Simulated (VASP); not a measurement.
# ZrB2 (P6/mmm) in VASP: a series of runs

The runs below take ZrB2 through relaxation of cell and atoms, with PBEsol.

Program: VASP 6.6.1. These are calculated values, not measurements. Logs are shortened: lines on timing, memory, paths and dates and some standing lists are left out, and cuts for length are marked.

### 1 The cell of the first run

Symmetry: P6/mmm, No. 191, hexagonal system. Conventional cell: a = 3.155 Å, b = 3.155 Å, c = 3.507 Å, α = 90.00°, β = 90.00°, γ = 120.00°. Zr (site symmetry 6/mmm) has 12 B at 2.53 Å and 6 Zr at 3.15 Å within 3.3 Å. B (site symmetry -6m2) has 3 B at 1.82 Å within 2.4 Å.

### 2 Relaxation of cell and atoms, PBEsol

INCAR

```
  PREC = Accurate
  ENCUT = 600
  EDIFF = 1E-6
  ISMEAR = -1
  SIGMA = 0.15
  LREAL = F
  LASPH = T
  NELM = 100
  ALGO = Normal
  ISIF = 3
  LWAVE = F
  LCHARG = F
  GGA = PS
  IBRION = 2
  NSW = 80
  EDIFFG = -0.001
```

KPOINTS

```
Automatic mesh
0
Gamma
  15 15 12
```

POSCAR

```
ZrB2
1.0
    3.1548425363      0.0000000000      0.0000000000
   -1.5774212682      2.7321737814      0.0000000000
    0.0000000000      0.0000000000      3.5072895074
Zr B
1 2
Direct
    0.0000000000      0.0000000000      0.0000000000
    0.3333333333      0.6666666667      0.5000000000
    0.6666666667      0.3333333333      0.5000000000
```

Potentials or basis: VASP PAW PBE potentials, release 64 (Zr_sv, B).

Launch:

```bash
> cat potpaw_PBE.64/Zr_sv/POTCAR potpaw_PBE.64/B/POTCAR > POTCAR
> mpirun -np 1 vasp_std > vasp.out
```

OUTCAR:

```text
PREC = Accurate
   ENCUT = 600
   EDIFF = 1E-6
   ISMEAR = -1
   LREAL = F
   LASPH = T
   NELM = 100
   ISIF = 3
   GGA = PS
   IBRION = 2
   NSW = 80
   EDIFFG = -0.001

 ion  position               nearest neighbor table
   1  0.000  0.000  0.000-   2 2.53   3 2.53   2 2.53   3 2.53   3 2.53   3 2.53   2 2.53   2 2.53
                             3 2.53   3 2.53   2 2.53   2 2.53
   2  0.333  0.667  0.500-   3 1.82   3 1.82   3 1.82   1 2.53   1 2.53   1 2.53   1 2.53   1 2.53
                             1 2.53
   3  0.667  0.333  0.500-   2 1.82   2 1.82   2 1.82   1 2.53   1 2.53   1 2.53   1 2.53   1 2.53
                             1 2.53

  LATTYP: Found a hexagonal cell.
 ALAT       =     3.1548425363
 C/A-ratio  =     1.1117161846

  Lattice vectors:

 A1 = (   3.1548425363,   0.0000000000,   0.0000000000)
 A2 = (  -1.5774212682,   2.7321737814,   0.0000000000)
 A3 = (   0.0000000000,   0.0000000000,   3.5072895074)

Analysis of symmetry for initial positions (statically):
=====================================================================
 Subroutine PRICEL returns:
 Original cell was already a primitive cell.

 Routine SETGRP: Setting up the symmetry group for a
 hexagonal supercell.

 Subroutine GETGRP returns: Found 24 space group operations
 (whereof 24 operations were pure point group operations)
 out of a pool of 24 trial point group operations.

The static configuration has the point symmetry D_6h.

Analysis of symmetry for dynamics (positions and initial velocities):
=====================================================================
 Subroutine PRICEL returns:
 Original cell was already a primitive cell.

 Routine SETGRP: Setting up the symmetry group for a
 hexagonal supercell.

 Subroutine GETGRP returns: Found 24 space group operations
 (whereof 24 operations were pure point group operations)
 out of a pool of 24 trial point group operations.

The dynamic configuration has the point symmetry D_6h.

 Subroutine INISYM returns: Found 24 space group operations
 (whereof 24 operations are pure point group operations),
 and found     1 'primitive' translations

----------------------------------------------------------------------------------------

                                     Primitive cell

  volume of cell :      30.2314

  direct lattice vectors                    reciprocal lattice vectors
     3.154842536  0.000000000  0.000000000     0.316973031  0.183004465  0.000000000
    -1.577421268  2.732173781  0.000000000     0.000000000  0.366008929  0.000000000
     0.000000000  0.000000000  3.507289507     0.000000000  0.000000000  0.285120461
[... 126 lines left out ...]

 number of electron      18.0000000 magnetization

 Free energy of the ion-electron system (eV)
  ---------------------------------------------------
  ext. energy  EPLUGINS =         0.00000000
  ---------------------------------------------------
  free energy    TOTEN  =       -26.41396837 eV

  energy without entropy =      -26.39275564  energy(sigma->0) =      -26.40336200

------------------------ aborting loop because EDIFF is reached ----------------------------------------

  FORCE on cell =-STRESS in cart. coord.  units (eV):
  Direction    XX          YY          ZZ          XY          YZ          ZX
  --------------------------------------------------------------------------------------
  -------------------------------------------------------------------------------------
  Total        0.0798936      0.0798936      0.0481838     -0.0000000     -0.0000000      0.0000000
  in kB        4.2341351      4.2341351      2.5536084     -0.0000000     -0.0000000      0.0000000
  external PRESSURE =       3.6739595 kB  Pullay stress =       0.0000000 kB
[... 92 lines left out ...]
  FREE ENERGIE OF THE ION-ELECTRON SYSTEM (eV)
  ---------------------------------------------------
  free  energy   TOTEN  =       -26.4140156680 eV

  energy  without entropy=      -26.3927590537  energy(sigma->0) =      -26.40338736

[... ionic steps 4 to 9 ...]

--------------------------------------- Ionic step       10  -------------------------------------------

 number of electron      18.0000000 magnetization

------------------------ aborting loop because EDIFF is reached ----------------------------------------
[... 69 lines left out ...]
--------------------------------------- Ionic step       12  -------------------------------------------

 number of electron      18.0000000 magnetization

 Free energy of the ion-electron system (eV)
  ---------------------------------------------------
  ext. energy  EPLUGINS =         0.00000000
  ---------------------------------------------------
  free energy    TOTEN  =       -26.41401638 eV

  energy without entropy =      -26.39275459  energy(sigma->0) =      -26.40338548

 E-fermi :  10.5738     XC(G=0): -12.6108

 val. band max:       10.5575838485   @ k =   0.0667   0.0667   0.4167
 cond. band min:      10.6014537181   @ k =   0.4000   0.1333   0.0000
 fundamental gap:      0.0438698696
 Fermi energy:        10.5738401262

 k-point     1 :       0.0000    0.0000    0.0000
  band No.  band energies     occupation
      1     -37.8501      2.00000
      2     -16.0848      2.00000
      3     -15.5023      2.00000
      4     -15.5023      2.00000
      5      -2.1660      2.00000
      6       7.9262      2.00000
      7       7.9262      2.00000
      8       7.9512      2.00000
      9       8.3091      2.00000
     10      14.0624      0.00000
     11      14.0624      0.00000
     12      14.8988      0.00000
     13      14.8988      0.00000
[... 354 lines left out ...]
  band No.  band energies     occupation
      1     -37.7155      2.00000
      2     -16.3802      2.00000
      3     -15.9553      2.00000
      4     -15.8841      2.00000
      5       2.2170      2.00000
      6       2.3929      2.00000
      7       5.0374      2.00000
      8       7.1934      2.00000
      9       9.5953      1.99707
     10      10.3532      1.62640
     11      13.3830      0.00000
     12      14.8147      0.00000
     13      17.0973      0.00000

 [... further k-points ...]

------------------------ aborting loop because EDIFF is reached ----------------------------------------

  FORCE on cell =-STRESS in cart. coord.  units (eV):
  Direction    XX          YY          ZZ          XY          YZ          ZX
  --------------------------------------------------------------------------------------
  -------------------------------------------------------------------------------------
  Total       -0.0028857     -0.0028857      0.0003738      0.0000000     -0.0000000     -0.0000000
  in kB       -0.1527174     -0.1527174      0.0197831      0.0000000     -0.0000000     -0.0000000
  external PRESSURE =      -0.0952172 kB  Pullay stress =       0.0000000 kB
[... 18 lines left out ...]
  FREE ENERGIE OF THE ION-ELECTRON SYSTEM (eV)
  ---------------------------------------------------
  free  energy   TOTEN  =       -26.4140163789 eV

  energy  without entropy=      -26.3927545860  energy(sigma->0) =      -26.40338548

 reached required accuracy - stopping structural energy minimisation
```

OSZICAR:

```text
N       E                     dE             d eps       ncg     rms          rms(c)
DAV:   1     0.120989121760E+03    0.12099E+03   -0.10783E+04  4914   0.155E+03
DAV:   2    -0.226522527010E+02   -0.14364E+03   -0.13887E+03  5682   0.357E+02
DAV:   3    -0.288454755217E+02   -0.61932E+01   -0.61248E+01  8027   0.644E+01
[... 68 lines left out ...]
DAV:   1    -0.264140164422E+02    0.58831E-08   -0.55893E-06  5494   0.239E-02    0.220E-03
DAV:   2    -0.264140163824E+02    0.59841E-07   -0.14181E-07  2652   0.358E-03
  11 F= -.26414016E+02 E0= -.26403385E+02  d E =-.867789E-06
       N       E                     dE             d eps       ncg     rms          rms(c)
DAV:   1    -0.264140163928E+02    0.49484E-07   -0.13016E-06  4114   0.116E-02    0.106E-03
DAV:   2    -0.264140163789E+02    0.13878E-07   -0.51286E-08  2497   0.202E-03
  12 F= -.26414016E+02 E0= -.26403385E+02  d E =-.864268E-06
```

CONTCAR:

```text
ZrB2
   1.00000000000000
     3.1567570063717931   -0.0000000000000350    0.0000000000000000
    -1.5783785032359574    2.7338317611170195    0.0000000000000000
    -0.0000000000000000    0.0000000000000000    3.5079888373389525
  Zr              B
     1     2
Direct
     0.0000000000000000    0.0000000000000000    0.0000000000000000
     0.3333333332999970    0.6666666667000030    0.5000000000000000
     0.6666666667000030    0.3333333332999970    0.5000000000000000

  0.00000000E+00  0.00000000E+00  0.00000000E+00
  0.00000000E+00  0.00000000E+00  0.00000000E+00
  0.00000000E+00  0.00000000E+00  0.00000000E+00
```

Wall time 8.3 min (1 thread of Intel Xeon 8259CL, shared host); peak memory 0.24 GiB.

Results:

```
Free energy                           : -26.4140 eV
Relaxed volume                        : 10.09 Å³/atom
Relaxed cell                          : a = 3.157 Å, b = 3.157 Å, c = 3.508 Å, α = 90.00°, β = 90.00°, γ = 120.00°
Space group after relaxing (to 0.1 Å) : P6/mmm (No. 191)
Energy gained by relaxing             : 0.0 meV/atom
Ionic steps                           : 12
Pressure after relaxing               : 0.0 GPa
Band gap on the k mesh                : zero (bands 9 and 10 overlap by 0.98 eV)
```

Final structure:
```
CELL_PARAMETERS angstrom
3.15676 0.00000 0.00000
-1.57838 2.73383 0.00000
0.00000 0.00000 3.50799
ATOMIC_POSITIONS crystal
Zr 0.00000 0.00000 0.00000
B 0.33333 0.66667 0.50000
B 0.66667 0.33333 0.50000
```

Levels at points of the mesh, in eV from the Fermi level:
```
           k point  band 7  band 8  band 9  band 10  band 11  band 12
(0.00, 0.00, 0.00)   -2.65   -2.62   -2.26     3.49     3.49     4.32
(0.00, 0.00, 0.50)   -0.93   -0.93    0.31     0.31     0.80     0.80
```

Caveat: the PAW data sets were made with another functional, which shifts forces and pressure a little.

### 3 Relaxation of cell and atoms, PBEsol

This run uses another cell than the first one, of 10.29 Å³/atom.

INCAR

```
PREC = Accurate ; ENCUT = 600
EDIFF = 1E-6 ; ISMEAR = 0
SIGMA = 0.1 ; LREAL = F
LASPH = T ; NELM = 60
ALGO = Normal ; ISIF = 3
LWAVE = F ; LCHARG = F
GGA = PS ; IBRION = 2
NSW = 100 ; EDIFFG = -0.002
```

KPOINTS

```
regular mesh
0
Gamma
  15 15 12
```

POSCAR

```
ZrB2
1.0
    3.1675246600      0.0000000000      0.0000000000
   -1.5837623300      2.7431568200      0.0000000000
    0.0000000000      0.0000000000      3.5523880600
Zr B
1 2
Direct
    0.0000000000      0.0000000000      0.0000000000
    0.3333333300      0.6666666700      0.5000000000
    0.6666666700      0.3333333300      0.5000000000
```

Potentials or basis: VASP PAW PBE potentials, release 64 (Zr_sv, B).

Launch:

```bash
> cat potpaw_PBE.64/Zr_sv/POTCAR potpaw_PBE.64/B/POTCAR > POTCAR
> mpirun -np 1 vasp_std > vasp.out
```

OUTCAR:

```text
PREC = Accurate
   ENCUT = 600
   EDIFF = 1E-6
   ISMEAR = 0
   LREAL = F
   LASPH = T
   NELM = 60
   ISIF = 3
   GGA = PS
   IBRION = 2
   NSW = 100
   EDIFFG = -0.002

 ion  position               nearest neighbor table
   1  0.000  0.000  0.000-   2 2.55   3 2.55   2 2.55   3 2.55   2 2.55   2 2.55   3 2.55   3 2.55
                             3 2.55   3 2.55   2 2.55   2 2.55
   2  0.333  0.667  0.500-   3 1.83   3 1.83   3 1.83   1 2.55   1 2.55   1 2.55   1 2.55   1 2.55
                             1 2.55
   3  0.667  0.333  0.500-   2 1.83   2 1.83   2 1.83   1 2.55   1 2.55   1 2.55   1 2.55   1 2.55
                             1 2.55

  LATTYP: Found a hexagonal cell.
 ALAT       =     3.1675246600
 C/A-ratio  =     1.1215028899

  Lattice vectors:

[... 313 lines left out ...]
      2     -16.0839      2.00000
      3     -15.4988      2.00000
      4     -15.4988      2.00000
      5      -2.1661      2.00000
      6       7.9307      2.00000
      7       7.9308      2.00000
      8       7.9521      2.00000
      9       8.3074      2.00000
     10      14.0657      0.00000
     11      14.0657      0.00000
     12      14.8987      0.00000
     13      14.8987      0.00000
[... 354 lines left out ...]
  band No.  band energies     occupation
      1     -37.7131      2.00000
      2     -16.3781      2.00000
      3     -15.9525      2.00000
      4     -15.8829      2.00000
      5       2.2180      2.00000
      6       2.3945      2.00000
      7       5.0388      2.00000
      8       7.1920      2.00000
      9       9.5951      2.00000
     10      10.3553      1.99908
     11      13.3869      0.00000
     12      14.8204      0.00000
     13      17.1005      0.00000

 [... further k-points ...]

------------------------ aborting loop because EDIFF is reached ----------------------------------------

  FORCE on cell =-STRESS in cart. coord.  units (eV):
  Direction    XX          YY          ZZ          XY          YZ          ZX
  --------------------------------------------------------------------------------------
  -------------------------------------------------------------------------------------
  Total       -0.0005677     -0.0005677     -0.0011338      0.0000000     -0.0000000      0.0000000
  in kB       -0.0300491     -0.0300491     -0.0600175      0.0000000     -0.0000000      0.0000000
  external PRESSURE =      -0.0400386 kB  Pullay stress =       0.0000000 kB
[... 18 lines left out ...]
  FREE ENERGIE OF THE ION-ELECTRON SYSTEM (eV)
  ---------------------------------------------------
  free  energy   TOTEN  =       -26.4053858273 eV

  energy  without entropy=      -26.4043138390  energy(sigma->0) =      -26.40484983

 reached required accuracy - stopping structural energy minimisation
```

CONTCAR:

```text
ZrB2
   1.00000000000000
     3.1560588065839799    0.0000000000000000    0.0000000000000000
    -1.5780294032919899    2.7332270996948731   -0.0000000000000000
     0.0000000000000000   -0.0000000000000000    3.5087903722559020
  Zr              B
     1     2
Direct
     1.0000000000000000    0.0000000000000000    0.0000000000000000
     0.3333333300000021    0.6666666699999979    0.5000000000000000
     0.6666666699999979    0.3333333300000021    0.5000000000000000

  0.00000000E+00  0.00000000E+00  0.00000000E+00
  0.00000000E+00  0.00000000E+00  0.00000000E+00
  0.00000000E+00  0.00000000E+00  0.00000000E+00
```

It took 5 min on 1 thread of Intel Xeon 8259CL, shared host; peak memory 0.25 GiB.

Results:

* Free energy: -26.4054 eV
* Relaxed volume: 10.09 Å³/atom
* Relaxed cell: a = 3.156 Å, b = 3.156 Å, c = 3.509 Å, α = 90.00°, β = 90.00°, γ = 120.00°
* Space group after relaxing (to 0.1 Å): P6/mmm (No. 191)
* Energy gained by relaxing: 3.4 meV/atom
* Ionic steps: 4
* Pressure after relaxing: 0.0 GPa
* Band gap on the k mesh: zero (bands 9 and 10 overlap by 0.99 eV)

The path:
```
step  energy change (eV)  largest force (eV/Å)  pressure (GPa)  volume (Å³)
   1              0.0000                0.0000           -4.59        30.87
   2              0.0030                0.0000            6.15        29.57
   3             -0.0097                0.0000            0.21        30.25
   4             -0.0102                0.0000            0.00        30.27
```

Final structure:
```cif
data_structure
_symmetry_space_group_name_H-M 'P 1'
_symmetry_Int_Tables_number 1
_cell_length_a 3.1561
_cell_length_b 3.1561
_cell_length_c 3.5088
_cell_angle_alpha 90.000
_cell_angle_beta 90.000
_cell_angle_gamma 120.000
_cell_volume 30.27
loop_
_atom_site_label
_atom_site_type_symbol
_atom_site_fract_x
_atom_site_fract_y
_atom_site_fract_z
_atom_site_occupancy
Zr1 Zr 0.00000 0.00000 0.00000 1
B1 B 0.33333 0.66667 0.50000 1
B2 B 0.66667 0.33333 0.50000 1
```

Caveat: the PAW data sets were made with another functional, which shifts forces and pressure a little.
